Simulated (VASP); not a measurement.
# Mo (P6/mmm) in VASP: a series of runs

Mo is run at these levels: LDA; tasks: single point, relaxation of cell and atoms.

Program: VASP 6.6.1. These are calculated values, not measurements. Logs are shortened: lines on timing, memory, paths and dates and some standing lists are left out, and cuts for length are marked.

**1. The cell of the first run**

The structure is hexagonal, space group P6/mmm (No. 191). The conventional cell has a = 2.707 Å, b = 2.707 Å, c = 2.444 Å, α = 90.00°, β = 90.00°, γ = 120.00°. Within 3.2 Å of Mo (site symmetry 6/mmm) lie 8 Mo at 2.44 to 2.71 Å.

**2. Single point, LDA**

INCAR

```
ALGO     = Normal         # electronic algorithm
EDIFF    = 1E-6           # SCF threshold, eV
ENCUT    = 520            # plane-wave cutoff, eV
ISIF     = 2              # what is computed and relaxed
ISMEAR   = -1             # smearing method
LASPH    = True           # aspherical terms in the spheres
LCHARG   = False          # write CHGCAR
LREAL    = False          # projectors in reciprocal space
LWAVE    = False          # write WAVECAR
NBANDS   = 13             # bands
NELM     = 100            # most SCF steps
PREC     = Accurate       # precision mode
SIGMA    = 0.05           # smearing width, eV
```

KPOINTS

```
k-points
0
Gamma
  17 17 15
```

POSCAR

```
Mo
1.0
    2.7073581954      0.0000000000      0.0000000000
   -1.3536790977      2.3446409743      0.0000000000
    0.0000000000      0.0000000000      2.4441482469
Mo
1
Direct
    0.0000000000      0.0000000000      0.0000000000
```

Potentials or basis: VASP PAW LDA potentials, release 64 (Mo_sv).

Run with:

```sh
$ cat potpaw_LDA.64/Mo_sv/POTCAR > POTCAR
$ mpirun -np 1 vasp_std > vasp.out
```

OUTCAR:

```text
EDIFF = 1E-6
   ENCUT = 520
   ISIF = 2
   ISMEAR = -1
   LASPH = True
   LREAL = False
   NELM = 100
   PREC = Accurate

 ion  position               nearest neighbor table
   1  0.000  0.000  0.000-

  LATTYP: Found a hexagonal cell.
 ALAT       =     2.7073581954
 C/A-ratio  =     0.9027797840

  Lattice vectors:

 A1 = (   2.7073581954,   0.0000000000,   0.0000000000)
 A2 = (  -1.3536790977,   2.3446409743,   0.0000000000)
 A3 = (   0.0000000000,   0.0000000000,   2.4441482469)

Analysis of symmetry for initial positions (statically):
=====================================================================
 Subroutine PRICEL returns:
 Original cell was already a primitive cell.

 Routine SETGRP: Setting up the symmetry group for a
 hexagonal supercell.

 Subroutine GETGRP returns: Found 24 space group operations
 (whereof 24 operations were pure point group operations)
 out of a pool of 24 trial point group operations.

The static configuration has the point symmetry D_6h.

Analysis of symmetry for dynamics (positions and initial velocities):
=====================================================================
 Subroutine PRICEL returns:
 Original cell was already a primitive cell.

 Routine SETGRP: Setting up the symmetry group for a
 hexagonal supercell.

 Subroutine GETGRP returns: Found 24 space group operations
 (whereof 24 operations were pure point group operations)
 out of a pool of 24 trial point group operations.

The dynamic configuration has the point symmetry D_6h.

 Subroutine INISYM returns: Found 24 space group operations
 (whereof 24 operations are pure point group operations),
 and found     1 'primitive' translations

----------------------------------------------------------------------------------------

                                     Primitive cell

  volume of cell :      15.5149

  direct lattice vectors                    reciprocal lattice vectors
     2.707358195  0.000000000  0.000000000     0.369363759  0.213252266  0.000000000
    -1.353679098  2.344640974  0.000000000     0.000000000  0.426504531  0.000000000
     0.000000000  0.000000000  2.444148247     0.000000000  0.000000000  0.409140485

  length of vectors
     2.707358195  2.707358195  2.444148247     0.426504531  0.426504531  0.409140485

  position of ions in fractional coordinates (direct lattice)
     0.000000000  0.000000000  0.000000000

  ion indices of the primitive-cell ions
   primitive index   ion index
                 1           1

----------------------------------------------------------------------------------------

 KPOINTS: k-points

Automatic generation of k-mesh.
 Grid dimensions read from file:
 generate k-points for:   17   17   15

 Generating k-lattice:

  Cartesian coordinates                     Fractional coordinates (reciprocal lattice)
     0.021727280  0.012544251  0.000000000     0.058823529  0.000000000  0.000000000
     0.000000000  0.025088502  0.000000000     0.000000000  0.058823529  0.000000000
     0.000000000  0.000000000  0.027276032     0.000000000  0.000000000  0.066666667

  Length of vectors
     0.025088502  0.025088502  0.027276032

  Shift w.r.t. Gamma in fractional coordinates (k-lattice)
     0.000000000  0.000000000  0.000000000

 Subroutine IBZKPT returns following result:
 ===========================================

 Found    264 irreducible k-points:

 Following reciprocal coordinates:
            Coordinates               Weight
  0.000000  0.000000  0.000000      1.000000
  0.058824  0.000000  0.000000      6.000000
  0.117647 -0.000000  0.000000      6.000000
  0.176471 -0.000000  0.000000      6.000000
  0.235294 -0.000000  0.000000      6.000000
  0.294118  0.000000  0.000000      6.000000
[... 16 lines left out ...]
  0.411765  0.117647  0.000000     12.000000
  0.176471  0.176471  0.000000      6.000000
 [... further k-points ...]
   k-points           NKPTS =    264   k-points in BZ     NKDIM =    264   number of bands    NBANDS=     13
   number of dos      NEDOS =    301   number of ions     NIONS =      1
   total plane-waves  NPLWV =   7200
   dimension x,y,z NGX =    20 NGY =   20 NGZ =   18
   dimension x,y,z NGXF=    40 NGYF=   40 NGZF=   36
   ions per type =               1
   NGX,Y,Z   is equivalent  to a cutoff of  12.28, 12.28, 12.24 a.u.
   NGXF,Y,Z  is equivalent  to a cutoff of  24.56, 24.56, 24.49 a.u.
 SYSTEM =  unknown system
   PREC   = accura    normal or accurate (medium, high low for compatibility)
   ISTART =      0    job   : 0-new  1-cont  2-samecut
   ICHARG =      2    charge: 1-file 2-atom 10-const
   ISPIN  =      1    spin polarized calculation?
   LNONCOLLINEAR =      F non collinear calculations
   LSORBIT =      F    spin-orbit coupling
   LASPH  =      T    aspherical Exc in radial PAW
   ENCUT  =  520.0 eV  38.22 Ry    6.18 a.u.   5.03  5.03  4.54*2*pi/ulx,y,z
   NELM   =    100;   NELMIN=  2; NELMDL= -5     # of ELM steps
   EDIFF  = 0.1E-05   stopping-criterion for ELM
   LREAL  =      F    real-space projection
   EDIFFG = 0.1E-04   stopping-criterion for IOM
   NSW    =      0    number of steps for IOM
   IBRION =     -1    ionic relax: 0-MD 1-quasi-New 2-CG
   NFREE  =      0    steps in history (QN), initial steepest desc. (CG)
   ISIF   =      2    stress and relaxation
   ISYM   =      2    0-nonsym 1-usesym 2-fastsym
   POTIM  = 0.5000    time-step for ionic-motion
   TEBEG  =    0.0;   TEEND  =   0.0 temperature during run
   PSTRESS=    0.0 pullay stress
   NELECT =      14.0000    total number of electrons
   NUPDOWN=      -1.0000    fix difference up-down
   EMIN   =  10.00;   EMAX   =-10.00  energy-range for DOS
   EFERMI =   0.00;   METHOD = LEGACY
   ISMEAR =    -1;   SIGMA  =   0.05  broadening in eV -4-tet -1-fermi 0-gaus
   EFERMI_NEDOS =   21; number of points for ismear=-14 and -15
   IALGO  =     38    algorithm
   IMIX   =      4    mixing-type and parameters
     AMIX     =   0.40;   BMIX     =  1.00
     AMIX_MAG =   1.60;   BMIX_MAG =  1.00
  volume/ion in A,a.u.               =      15.51       104.70
  Fermi-wavevector in a.u.,A,eV,Ry     =   1.581980  2.989509 34.050764  2.502661
  Thomas-Fermi vector in A             =   2.681973
   LORBIT       =      0    0 simple, 1 ext, 2 COOP (PROOUT), +10 PAW based schemes
   GGA     = CA    functional components
   LHFCALC =     F    Hartree Fock is set to
   AEXX    =    0.0000 exact exchange contribution
   IVDW    =     0    specifies the selected vdW correction
   LEPSILON=     F    determine dielectric tensor
   LRPA    =     F    only Hartree local field effects (RPA)
 non-spin polarized calculation
  energy-cutoff  :      520.00
  volume of cell :       15.51
 maximum number of plane-waves:       431
   NGX = 11   NGY = 11   NGZ =  9

 number of electron      14.0000000 magnetization

 Free energy of the ion-electron system (eV)
  ---------------------------------------------------
  ext. energy  EPLUGINS =         0.00000000
  ---------------------------------------------------
  free energy    TOTEN  =       -11.23829962 eV

  energy without entropy =      -11.23146403  energy(sigma->0) =      -11.23488182

 E-fermi :  12.3657     XC(G=0): -13.5520

 val. band max:       12.3252236268   @ k =   0.2353   0.1765   0.3333
 cond. band min:      12.3812686200   @ k =   0.1176  -0.0000   0.2667
 fundamental gap:      0.0560449931
 Fermi energy:        12.3656844426

 k-point     1 :       0.0000    0.0000    0.0000
  band No.  band energies     occupation
      1     -48.3146      2.00000
      2     -21.6706      2.00000
      3     -21.6706      2.00000
      4     -21.3300      2.00000
      5       5.4661      2.00000
      6       7.6788      2.00000
      7      11.3347      2.00000
      8      11.3347      2.00000
      9      17.0792      0.00000
     10      17.0792      0.00000
     11      25.2323      0.00000
     12      29.6519      0.00000
     13      33.2172      0.00000

 k-point     2 :       0.0588    0.0000    0.0000
  band No.  band energies     occupation
      1     -48.3060      2.00000
      2     -21.7272      2.00000
      3     -21.6831      2.00000
      4     -21.3244      2.00000
      5       5.6119      2.00000
      6       7.7342      2.00000
      7      11.1888      2.00000
      8      11.4664      2.00000
      9      16.9321      0.00000
     10      17.0546      0.00000
     11      25.5707      0.00000
     12      29.9289      0.00000
     13      32.5380      0.00000

 k-point     3 :       0.1176   -0.0000    0.0000
  band No.  band energies     occupation
      1     -48.2811      2.00000
      2     -21.8874      2.00000
      3     -21.7189      2.00000
      4     -21.3083      2.00000
      5       6.0199      2.00000
      6       7.8964      2.00000
      7      10.8246      2.00000
      8      11.8554      1.99993
      9      16.5368      0.00000
     10      16.9851      0.00000
     11      26.4860      0.00000
     12      30.7027      0.00000
     13      31.1296      0.00000

 k-point     4 :       0.1765   -0.0000    0.0000
  band No.  band energies     occupation
      1     -48.2432      2.00000
      2     -22.1253      2.00000
      3     -21.7726      2.00000
      4     -21.2839      2.00000
      5       6.5950      2.00000
      6       8.1365      2.00000
      7      10.4433      2.00000
      8      12.4837      0.17258
      9      15.9966      0.00000
     10      16.8816      0.00000
     11      27.5512      0.00000
     12      29.8312      0.00000
     13      31.2748      0.00000

 k-point     5 :       0.2353   -0.0000    0.0000
  band No.  band energies     occupation
      1     -48.1971      2.00000
      2     -22.4050      2.00000
      3     -21.8367      2.00000
      4     -21.2543      2.00000
      5       7.1647      2.00000
      6       8.3272      2.00000
      7      10.3853      2.00000
      8      13.3181      0.00000
      9      15.4164      0.00000
     10      16.7596      0.00000
     11      27.1958      0.00000
     12      30.1393      0.00000
     13      30.1776      0.00000
[... 257 lines left out ...]
 k-point    22 :       0.3529    0.1176    0.0000
  band No.  band energies     occupation
      1     -48.0625      2.00000
      2     -23.0694      2.00000
      3     -22.1328      2.00000
      4     -21.1685      2.00000
      5       7.8339      2.00000
      6       8.8145      2.00000
      7      12.0120      1.99831
      8      14.2127      0.00000
      9      16.1546      0.00000
     10      17.1930      0.00000
     11      23.3686      0.00000
     12      25.5816      0.00000
     13      30.8098      0.00000

 k-point    23 :       0.4118    0.1176    0.0000
  band No.  band energies     occupation
      1     -48.0458      2.00000
      2     -23.1518      2.00000
      3     -22.1638      2.00000
      4     -21.1579      2.00000
      5       7.7106      2.00000
      6       8.9351      2.00000
      7      12.6088      0.01533
      8      14.0757      0.00000
      9      16.0940      0.00000
     10      17.8323      0.00000
     11      22.6958      0.00000
     12      24.9871      0.00000
     13      30.4525      0.00000

 k-point    24 :       0.1765    0.1765    0.0000
  band No.  band energies     occupation
      1     -48.1382      2.00000
      2     -22.6567      2.00000
      3     -22.0188      2.00000
      4     -21.2166      2.00000
      5       8.0352      2.00000
      6       9.1441      2.00000
      7       9.4066      2.00000
      8      14.9392      0.00000
      9      15.0439      0.00000
     10      16.3696      0.00000
     11      26.2795      0.00000
     12      26.9442      0.00000
     13      33.4028      0.00000

 [... further k-points ...]
[... 5 lines left out ...]
  --------------------------------------------------------------------------------------
  -------------------------------------------------------------------------------------
  Total        0.7288801      0.7288801      0.7828923      0.0000000     -0.0000000      0.0000000
  in kB       75.2691603     75.2691603     80.8468332      0.0000000     -0.0000000      0.0000000
  external PRESSURE =      77.1283846 kB  Pullay stress =       0.0000000 kB

 VOLUME and BASIS-vectors are now :
 -----------------------------------------------------------------------------
  energy-cutoff  :      520.00
  volume of cell :       15.51
      direct lattice vectors                 reciprocal lattice vectors
     2.707358195  0.000000000  0.000000000     0.369363759  0.213252266  0.000000000
    -1.353679098  2.344640974  0.000000000     0.000000000  0.426504531  0.000000000
     0.000000000  0.000000000  2.444148247     0.000000000  0.000000000  0.409140485

 POSITION                                       TOTAL-FORCE (eV/Angst)
 -----------------------------------------------------------------------------------
      0.00000      0.00000      0.00000         0.000000      0.000000      0.000000
 -----------------------------------------------------------------------------------
    total drift:                               -0.000000      0.000000      0.000000

  FREE ENERGIE OF THE ION-ELECTRON SYSTEM (eV)
  ---------------------------------------------------
  free  energy   TOTEN  =       -11.2382996223 eV

  energy  without entropy=      -11.2314640261  energy(sigma->0) =      -11.23488182
```

Wall time 12 s (1 thread of Intel Xeon 6975P-C (Granite Rapids), shared host); peak memory 0.15 GiB.

What came out:

* Free energy: -11.2383 eV
* Pressure: 7.7 GPa
* Band gap on the k mesh: zero (band 7 reaches 13.48 eV, above the bottom of band 8 at 11.33 eV)

Levels at points of the mesh, in eV from the Fermi level:
| k point | band 5 | band 6 | band 7 | band 8 | band 9 | band 10 |
| --- | --- | --- | --- | --- | --- | --- |
| (0.00, 0.00, 0.00) | -6.90 | -4.69 | -1.03 | -1.03 | 4.71 | 4.71 |

**3. Single point, LDA**

INCAR

```
PREC = Accurate
ENCUT = 520
EDIFF = 1E-7
ISMEAR = -1
SIGMA = 0.05
LREAL = F
LASPH = T
NELM = 60
ALGO = Normal
ISIF = 2
LWAVE = F
LCHARG = F
GGA = CA
NBANDS = 13
```

KPOINTS

```
Automatic mesh
0
Gamma
  17 17 15
```

POSCAR

```
Mo
1.0
    2.7075919371      0.0000000000      0.0000000000
   -1.3537959685      2.3448434006      0.0000000000
    0.0000000000      0.0000000000      2.4447652210
Mo
1
Direct
    0.0000000000      0.0000000000      0.0000000000
```

Potentials or basis: VASP PAW LDA potentials, release 64 (Mo_sv).

Run with:

```sh
$ cat potpaw_LDA.64/Mo_sv/POTCAR > POTCAR
$ mpirun -np 1 vasp_std > vasp.out
```

OUTCAR:

```text
PREC = Accurate
   ENCUT = 520
   EDIFF = 1E-7
   ISMEAR = -1
   LREAL = F
   LASPH = T
   NELM = 60
   ISIF = 2
   GGA = CA

 ion  position               nearest neighbor table
   1  0.000  0.000  0.000-

  LATTYP: Found a hexagonal cell.
 ALAT       =     2.7075919371
 C/A-ratio  =     0.9029297168

  Lattice vectors:

 A1 = (   2.7075919371,   0.0000000000,   0.0000000000)
 A2 = (  -1.3537959685,   2.3448434006,   0.0000000000)
 A3 = (   0.0000000000,   0.0000000000,   2.4447652210)

[... 552 lines left out ...]
      5       8.0294      2.00000
      6       9.1395      2.00000
      7       9.4017      2.00000
      8      14.9292      0.00000
      9      15.0368      0.00000
     10      16.3594      0.00000
     11      26.2692      0.00000
     12      26.9340      0.00000
     13      33.3911      0.00000

 [... further k-points ...]
[... 5 lines left out ...]
  --------------------------------------------------------------------------------------
  -------------------------------------------------------------------------------------
  Total        0.7204390      0.7204390      0.7668208      0.0000000      0.0000000      0.0000000
  in kB       74.3658563     74.3658563     79.1535268      0.0000000      0.0000000      0.0000000
  external PRESSURE =      75.9617465 kB  Pullay stress =       0.0000000 kB

 VOLUME and BASIS-vectors are now :
 -----------------------------------------------------------------------------
  energy-cutoff  :      520.00
  volume of cell :       15.52
      direct lattice vectors                 reciprocal lattice vectors
     2.707591937  0.000000000  0.000000000     0.369331872  0.213233856  0.000000000
    -1.353795969  2.344843401  0.000000000     0.000000000  0.426467712  0.000000000
     0.000000000  0.000000000  2.444765221     0.000000000  0.000000000  0.409037232

 POSITION                                       TOTAL-FORCE (eV/Angst)
 -----------------------------------------------------------------------------------
      0.00000      0.00000      0.00000         0.000000      0.000000      0.000000
 -----------------------------------------------------------------------------------
    total drift:                               -0.000000      0.000000      0.000000

  FREE ENERGIE OF THE ION-ELECTRON SYSTEM (eV)
  ---------------------------------------------------
  free  energy   TOTEN  =       -11.2386246043 eV

  energy  without entropy=      -11.2317779348  energy(sigma->0) =      -11.23520127
```

OSZICAR:

```text
N       E                     dE             d eps       ncg     rms          rms(c)
DAV:   1     0.995945365068E+02    0.99595E+02   -0.79277E+03  6885   0.111E+03
DAV:   2    -0.104562935116E+02   -0.11005E+03   -0.10546E+03  7454   0.321E+02
DAV:   3    -0.117175526729E+02   -0.12613E+01   -0.12575E+01  8084   0.359E+01
DAV:   4    -0.117207511745E+02   -0.31985E-02   -0.31983E-02  7759   0.212E+00
DAV:   5    -0.117207737737E+02   -0.22599E-04   -0.22598E-04  8174   0.161E-01    0.162E+01
DAV:   6    -0.113023245774E+02    0.41845E+00   -0.51645E-01  7074   0.887E+00    0.519E+00
DAV:   7    -0.112427029854E+02    0.59622E-01   -0.96452E-02  7609   0.355E+00    0.750E-01
DAV:   8    -0.112385964674E+02    0.41065E-02   -0.40619E-03  7139   0.790E-01    0.963E-02
DAV:   9    -0.112386179345E+02   -0.21467E-04   -0.63841E-05  8432   0.913E-02    0.410E-02
DAV:  10    -0.112386245363E+02   -0.66018E-05   -0.54649E-06  7599   0.259E-02    0.451E-03
DAV:  11    -0.112386246043E+02   -0.67933E-07   -0.85918E-08  6426   0.304E-03
   1 F= -.11238625E+02 E0= -.11235201E+02  d E =-.684667E-02
```

Wall time 13 s (1 thread of Intel Xeon 6975P-C (Granite Rapids), shared host); peak memory 0.16 GiB.

What came out:

* Free energy: -11.2386 eV
* Pressure: 7.6 GPa
* Band gap on the k mesh: zero (band 7 reaches 13.47 eV, above the bottom of band 8 at 11.33 eV)

Stress tensor (GPa, compression positive):
```
7.44 0.00 0.00
0.00 7.44 0.00
0.00 0.00 7.92
```

Levels at points of the mesh, in eV from the Fermi level:
```tsv
k point	band 3	band 4	band 5	band 6	band 7	band 8	band 9	band 10	band 11	band 12
(0.00, 0.00, 0.00)	-34.04	-33.70	-6.90	-4.68	-1.03	-1.03	4.71	4.71	12.87	17.28
```

**4. Single point, LDA**

This run uses another cell than the first one: it holds 3 atoms, not 1.

INCAR

```
  PREC = Accurate
  ENCUT = 520
  EDIFF = 1E-6
  ISMEAR = -1
  SIGMA = 0.05
  LREAL = False
  LASPH = True
  NELM = 100
  ALGO = Normal
  ISIF = 2
  LWAVE = False
  LCHARG = False
  GGA = CA
  NBANDS = 28
```

KPOINTS

```
Automatic mesh
0
Gamma
  8 8 12
```

POSCAR

```
Mo
1.0
    4.5506814968      0.0000000000      0.0000000000
   -2.2753407484      3.9410057808      0.0000000000
    0.0000000000      0.0000000000      2.5094854645
Mo
3
Direct
    0.0000000000      0.0000000000      0.0000000000
    0.3333333333      0.6666666667      0.5000000000
    0.6666666667      0.3333333333      0.5000000000
```

Run with:

```sh
$ cat potpaw_LDA.64/Mo_sv/POTCAR > POTCAR
$ mpirun -np 1 vasp_std > vasp.out
```

Run time: 25 s. Hardware: 1 thread of Intel Xeon 6975P-C (Granite Rapids), shared host; peak memory 0.19 GiB.

Results (log left out):

```
Free energy            : -35.1382 eV
Pressure               : 7.8 GPa
Band gap on the k mesh : zero (band 21 reaches 13.82 eV, above the bottom of band 22 at 12.32 eV)
```

Stress tensor (GPa, compression positive):
```
7.60 0.00 0.00
0.00 7.60 0.00
0.00 0.00 8.08
```

Levels at points of the mesh, in eV from the Fermi level:
| k point | band 17 | band 18 | band 19 | band 20 | band 21 | band 22 | band 23 | band 24 | band 25 | band 26 |
| --- | --- | --- | --- | --- | --- | --- | --- | --- | --- | --- |
| (0.00, 0.00, 0.00) | -2.21 | -2.21 | -2.15 | -2.15 | -0.57 | -0.57 | 1.85 | 1.85 | 1.93 | 1.93 |
| (0.50, 0.00, 0.00) | -3.14 | -2.85 | -2.33 | -2.18 | 0.81 | 1.56 | 2.11 | 2.19 | 2.23 | 2.86 |
| (0.00, 0.00, 0.50) | -2.72 | -1.40 | -1.24 | -1.24 | 0.16 | 0.16 | 2.68 | 2.68 | 3.46 | 3.46 |
| (0.50, 0.00, 0.50) | -2.34 | -2.20 | -2.01 | -0.27 | -0.17 | 1.27 | 1.48 | 2.32 | 2.69 | 4.06 |

(Part 1 of 3 ends here.)
